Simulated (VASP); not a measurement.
# Al (a cell with a defect) in VASP: single point with PBE

Aim: the single point of Al (a cell with a defect) with PBE.

Everything below comes from runs of VASP 6.6.1. Logs are shortened: lines on timing, memory, paths and dates and some standing lists are left out, and cuts for length are marked.

## Step 1: The cell of the first run

The cell holds a defect, 23 atoms: a = 7.924 Å, b = 7.924 Å, c = 7.924 Å, α = 80.41°, β = 70.53°, γ = 60.00°.

## Step 2: Single point, PBE

INCAR

```
SYSTEM = Al
ALGO     = Normal         ! electronic algorithm
EDIFF    = 1E-6           ! SCF threshold, eV
ENCUT    = 520            ! plane-wave cutoff, eV
GGA      = PE             ! functional
ISIF     = 2              ! what is computed and relaxed
ISMEAR   = 0              ! smearing method
LASPH    = .TRUE.         ! aspherical terms in the spheres
LCHARG   = .FALSE.        ! write CHGCAR
LREAL    = Auto         
LWAVE    = .FALSE.        ! write WAVECAR
NBANDS   = 52             ! bands
NELM     = 80             ! most SCF steps
PREC     = Accurate       ! precision mode
SIGMA    = 0.1            ! smearing width, eV
```

KPOINTS

```
k-points
0
G
  4 4 4
  0 0 0
```

POSCAR

```
Al
1.0
    3.2350204435      3.2350204435     -6.4700408869
    6.4700408869     -3.2350204435     -3.2350204435
   -3.2350204435     -3.2350204435     -6.4700408869
Al
23
Direct
    0.0119696439      0.7104157884      0.8765305949
    0.4463636968      0.6229175473      0.7484693579
    0.7874205268      0.7072272968      0.6363599520
    0.3869996683     -0.0163028397      0.8571114039
    0.7291666569      0.1666667034      0.8124999528
    0.0713337568      0.3496361340      0.7678885645
    0.4746713180      0.3058870513      0.5972585501
    0.8406824419      0.3464477040      0.5464098556
    0.1758499617      0.6666742072      0.5022292857
    0.5623574808      0.6272357229      0.3643387947
    0.8959758350      0.7060976375      0.2606612235
    0.1359206388      0.9868856519      0.6557791431
    0.5023286360     -0.0131219112      0.4631279614
    0.8675399964      0.0263090603      0.4085194419
    0.2027477339      0.3464552168      0.3643387947
    0.5907932882      0.3070242738      0.2164806535
    0.9560046676      0.3464552168      0.1618720603
    0.2824833788      0.6666591313      0.1227706584
    0.6709128219      0.6261059773     -0.0113598670
    0.2555856093     -0.0131219112      0.2606612235
    0.6176509343     -0.0131143481      0.0785900112
    0.3224126052      0.3464477040     -0.0307790737
   -0.0163379639      0.0274463187      0.0277414572
```

Potentials or basis: VASP PAW PBE potentials, release 64 (Al).

Launch:

```bash
$ cat potpaw_PBE.64/Al/POTCAR > POTCAR
$ mpirun -np 1 vasp_std > vasp.out
```

OUTCAR:

```text
SYSTEM = Al
   EDIFF = 1E-6
   ENCUT = 520
   GGA = PE
   ISIF = 2
   ISMEAR = 0
   LASPH = .TRUE.
   LREAL = Auto
   NELM = 80
   PREC = Accurate

 ion  position               nearest neighbor table
   1  0.012  0.710  0.877-   9 2.82  23 2.84  21 2.85  11 2.87  22 2.88   6 2.89  19 2.92  12 2.92
                             2 2.98   3 3.02  18 3.22   5 3.22
   2  0.446  0.623  0.748-  18 2.82   7 2.84   8 2.85  10 2.87  12 2.88   4 2.89   3 2.92  22 2.92
                             1 2.98  19 3.02   9 3.22   5 3.22
   3  0.787  0.707  0.636-  19 2.71   9 2.77  11 2.81  13 2.82   8 2.85   6 2.89   2 2.92   4 2.92
                             1 3.02  14 3.06
   4  0.387  0.984  0.857-  23 2.89   2 2.89  19 2.89  22 2.90   6 2.90   3 2.92  12 2.93  21 2.94
                            13 2.95  20 3.02   7 3.21  18 3.25
   5  0.729  0.167  0.812-  21 2.50   8 2.50  12 2.70  22 2.70   7 2.76  23 2.76  14 3.21  16 3.21
                             2 3.22   1 3.22
   6  0.071  0.350  0.768-   7 2.89   1 2.89   3 2.89  12 2.90   4 2.90  19 2.92  22 2.93   8 2.94
                            17 2.95  15 3.02  23 3.21   9 3.25
   7  0.475  0.306  0.597-   5 2.76  13 2.78  22 2.79  14 2.82   9 2.84   2 2.84  16 2.85   6 2.89
                             8 2.96  10 3.12  15 3.15   4 3.21
   8  0.841  0.346  0.546-   5 2.50  15 2.75  14 2.81  10 2.84   2 2.85   3 2.85  12 2.86  17 2.87
                             6 2.94   7 2.96
   9  0.176  0.667  0.502-  10 2.76   3 2.77  15 2.81   1 2.82  12 2.83   7 2.84  18 2.84  14 2.86
[... 15 lines left out ...]
  17  0.956  0.346  0.162-  23 2.78  22 2.79  19 2.82  20 2.85  11 2.85  10 2.86   8 2.87  15 2.91
                             6 2.95  16 2.95  14 3.16
  18  0.282  0.667  0.123-  11 2.76  19 2.77  20 2.81   2 2.82  22 2.83  23 2.84   9 2.84  16 2.86
                            15 3.11   1 3.22   4 3.25  10 3.26
  19  0.671  0.626  0.989-   3 2.71  18 2.77  10 2.81  17 2.82  21 2.85   4 2.89   1 2.92   6 2.92
                             2 3.02  16 3.06
  20  0.256  0.987  0.261-  21 2.75  14 2.77  18 2.81  17 2.85  15 2.89  10 2.89  13 2.91  12 2.95
                             4 3.02   9 3.11  23 3.15
  21  0.618  0.987  0.079-   5 2.50  20 2.75  16 2.81  11 2.84   1 2.85  19 2.85  22 2.86  13 2.87
                             4 2.94  23 2.96
  22  0.322  0.346  0.969-   5 2.70   7 2.79  17 2.79  18 2.83  21 2.86   1 2.88   4 2.90   2 2.92
                             6 2.93  15 2.95  16 3.22
  23  0.984  0.027  0.028-   5 2.76  17 2.78  12 2.79  16 2.82  18 2.84   1 2.84  14 2.85   4 2.89
                            21 2.96  11 3.12  20 3.15   6 3.21

  LATTYP: Found a base centered monoclinic cell.
 ALAT       =     7.9241493940
 B/A-ratio  =     1.7320508076
 C/A-ratio  =     1.0000000000
 COS(beta)  =    -0.3333333333

  Lattice vectors:

 A1 = (   3.2350204434,  -6.4700408870,   3.2350204434)
 A2 = (  -6.4700408869,   3.2350204435,   3.2350204435)
 A3 = (  -3.2350204435,  -3.2350204435,  -6.4700408869)

Analysis of symmetry for initial positions (statically):
=====================================================================
 Subroutine PRICEL returns:
[... 185 lines left out ...]
   IMIX   =      4    mixing-type and parameters
     AMIX     =   0.40;   BMIX     =  1.00
     AMIX_MAG =   1.60;   BMIX_MAG =  1.00
  volume/ion in A,a.u.               =      17.66       119.20
  Fermi-wavevector in a.u.,A,eV,Ry     =   0.906610  1.713244 11.183191  0.821941
  Thomas-Fermi vector in A             =   2.030318
   LORBIT       =      0    0 simple, 1 ext, 2 COOP (PROOUT), +10 PAW based schemes
   GGA     = PE    functional components
   LHFCALC =     F    Hartree Fock is set to
   AEXX    =    0.0000 exact exchange contribution
   IVDW    =     0    specifies the selected vdW correction
   LEPSILON=     F    determine dielectric tensor
   LRPA    =     F    only Hartree local field effects (RPA)
 non-spin polarized calculation
 Gauss-broadening in eV      SIGMA  =   0.10
  energy-cutoff  :      520.00
  volume of cell :      406.27
 maximum number of plane-waves:     10962
 NGX is ok and might be reduce to    60
   NGX = 29   NGY = 29   NGZ = 29

 number of electron      69.0000000 magnetization

 Free energy of the ion-electron system (eV)
  ---------------------------------------------------
  ext. energy  EPLUGINS =         0.00000000
  ---------------------------------------------------
  free energy    TOTEN  =       -83.97057025 eV

  energy without entropy =      -83.92981533  energy(sigma->0) =      -83.95019279

 E-fermi :   7.2784     XC(G=0):  -9.9360

 val. band max:        7.2730924215   @ k =  -0.0000   0.2500   0.5000
 cond. band min:       7.2906477652   @ k =   0.0000   0.5000   0.0000
 fundamental gap:      0.0175553437
 Fermi energy:         7.2784473775

 k-point     1 :       0.0000    0.0000    0.0000
  band No.  band energies     occupation
      1      -3.4150      2.00000
      2      -0.8340      2.00000
      3      -0.8124      2.00000
      4      -0.4454      2.00000
      5      -0.2932      2.00000
      6      -0.0640      2.00000
[... 1165 lines left out ...]
     45       9.2419      0.00000
     46       9.3003      0.00000

 [... further k-points ...]

 [bands above 46 left out]

------------------------ aborting loop because EDIFF is reached ----------------------------------------

  FORCE on cell =-STRESS in cart. coord.  units (eV):
  Direction    XX          YY          ZZ          XY          YZ          ZX
  --------------------------------------------------------------------------------------
  -------------------------------------------------------------------------------------
  Total       -4.3981405     -5.3351154     -3.4610668      1.2205309     -0.3797680     -0.8456294
  in kB      -17.3447220    -21.0398220    -13.6492324      4.8133452     -1.4976717     -3.3348653
  external PRESSURE =     -17.3445921 kB  Pullay stress =       0.0000000 kB

 VOLUME and BASIS-vectors are now :
 -----------------------------------------------------------------------------
  energy-cutoff  :      520.00
  volume of cell :      406.27
      direct lattice vectors                 reciprocal lattice vectors
     3.235020443  3.235020443 -6.470040887     0.025759755  0.128798774 -0.077279264
     6.470040887 -3.235020443 -3.235020443     0.103039019 -0.103039019  0.000000000
    -3.235020443 -3.235020443 -6.470040887    -0.077279264 -0.077279264 -0.077279264

 POSITION                                       TOTAL-FORCE (eV/Angst)
 -----------------------------------------------------------------------------------
      1.79955     -5.09508     -8.04684         0.051414     -0.033060      0.032457
      3.05298     -2.99247     -9.74577        -0.051414      0.033060     -0.032457
      5.06447     -1.79921    -11.49981         0.149600     -0.065665     -0.029261
      4.84374     -4.70310    -11.23173         0.058962      0.025936     -0.024484
      0.80876     -0.80876    -10.51382         0.000000     -0.000000      0.000000
      0.00879     -3.38445     -6.56088        -0.058962     -0.025936      0.024484
[... 15 lines left out ...]
      0.14909     -3.21320     -9.47769        -0.126255     -0.279029      0.019819
      3.27000      3.00363     -6.63261        -0.086339     -0.001374     -0.317282
 -----------------------------------------------------------------------------------
    total drift:                               -0.000048      0.000006      0.000063

  FREE ENERGIE OF THE ION-ELECTRON SYSTEM (eV)
  ---------------------------------------------------
  free  energy   TOTEN  =       -83.9705702538 eV

  energy  without entropy=      -83.9298153290  energy(sigma->0) =      -83.95019279
```

OSZICAR:

```text
N       E                     dE             d eps       ncg     rms          rms(c)
DAV:   1     0.863339900874E+02    0.86334E+02   -0.23702E+04  3744   0.105E+03
DAV:   2    -0.754521735062E+02   -0.16179E+03   -0.15236E+03  4384   0.135E+02
DAV:   3    -0.844275030961E+02   -0.89753E+01   -0.86251E+01  4712   0.256E+01
DAV:   4    -0.846049209639E+02   -0.17742E+00   -0.17616E+00  4552   0.387E+00
DAV:   5    -0.846072745987E+02   -0.23536E-02   -0.23523E-02  4492   0.539E-01    0.592E+00
DAV:   6    -0.841961729926E+02    0.41110E+00   -0.24568E-01  4388   0.145E+00    0.347E+00
DAV:   7    -0.839819049613E+02    0.21427E+00   -0.20692E-01  4316   0.134E+00    0.605E-01
DAV:   8    -0.839721455513E+02    0.97594E-02   -0.11830E-02  4404   0.356E-01    0.386E-01
DAV:   9    -0.839707861560E+02    0.13594E-02   -0.14411E-03  4380   0.110E-01    0.208E-01
DAV:  10    -0.839705785343E+02    0.20762E-03   -0.27931E-04  4436   0.477E-02    0.439E-02
DAV:  11    -0.839705709365E+02    0.75978E-05   -0.34006E-05  4308   0.174E-02    0.141E-02
DAV:  12    -0.839705702538E+02    0.68270E-06   -0.45912E-06  4388   0.596E-03
   1 F= -.83970570E+02 E0= -.83950193E+02  d E =-.407549E-01
```

stdout:

```text
POSCAR found type information on POSCAR Al
 POSCAR found :  1 types and      23 ions
 scaLAPACK will be used
 LDA part: xc-table for (Slater+PW92), standard interpolation
 POSCAR, INCAR and KPOINTS ok, starting setup
 FFT: planning ... GRIDC
 FFT: planning ... GRID_SOFT
 FFT: planning ... GRID
 WAVECAR not read
 entering main loop
```

Run time: 8.9 min. Hardware: 1 thread of Intel Xeon 6975P-C (Granite Rapids), shared host; peak memory 0.73 GiB.

Results:

```
Free energy            : -83.9706 eV
Pressure               : -1.7 GPa
Largest force          : 0.888 eV/Å
Band gap on the k mesh : zero (an odd number of electrons rules out a gap without spin polarisation)
```

Forces in eV/Å, atoms in the order of the input:
```
Al   0.051 -0.033  0.032
Al  -0.051  0.033 -0.032
Al   0.150 -0.066 -0.029
Al   0.059  0.026 -0.024
Al   0.000  0.000  0.000
Al  -0.059 -0.026  0.024
Al   0.086  0.001  0.317
Al   0.877  0.130  0.051
Al   0.012 -0.032 -0.018
Al  -0.044 -0.029 -0.045
Al   0.044  0.029  0.045
Al   0.126  0.279 -0.020
Al   0.053  0.068  0.064
Al  -0.178 -0.156 -0.107
Al   0.070 -0.006 -0.016
Al   0.178  0.156  0.107
Al  -0.053 -0.068 -0.064
Al  -0.012  0.032  0.018
Al  -0.150  0.066  0.029
Al  -0.070  0.006  0.016
Al  -0.877 -0.130 -0.051
Al  -0.126 -0.279  0.020
Al  -0.086 -0.001 -0.317
```

Levels at points of the mesh, in eV from the Fermi level:
```
           k point  band 31  band 32  band 33  band 34  band 35  band 36  band 37  band 38
(0.00, 0.00, 0.00)    -0.65    -0.55    -0.49    -0.47    -0.40    -0.26    -0.16     0.40
(0.50, 0.00, 0.00)    -0.33    -0.22    -0.21    -0.12     0.21     0.24     0.30     0.47
(0.50, 0.50, 0.00)    -0.26    -0.23    -0.22    -0.13     0.15     0.18     0.29     0.33
(0.00, 0.50, 0.00)    -0.60    -0.58    -0.51    -0.50    -0.36    -0.34     0.01     0.02
(0.00, 0.00, 0.50)    -0.32    -0.01     0.26     0.31     0.53     0.58     0.82     0.85
(0.50, 0.00, 0.50)    -0.82    -0.78    -0.75    -0.75    -0.71    -0.60    -0.47    -0.21
(0.50, 0.50, 0.50)    -0.98    -0.97    -0.75    -0.75    -0.67    -0.48    -0.42    -0.32
(0.00, 0.50, 0.50)    -0.98    -0.81    -0.60    -0.40     0.17     0.26     0.76     0.77
```
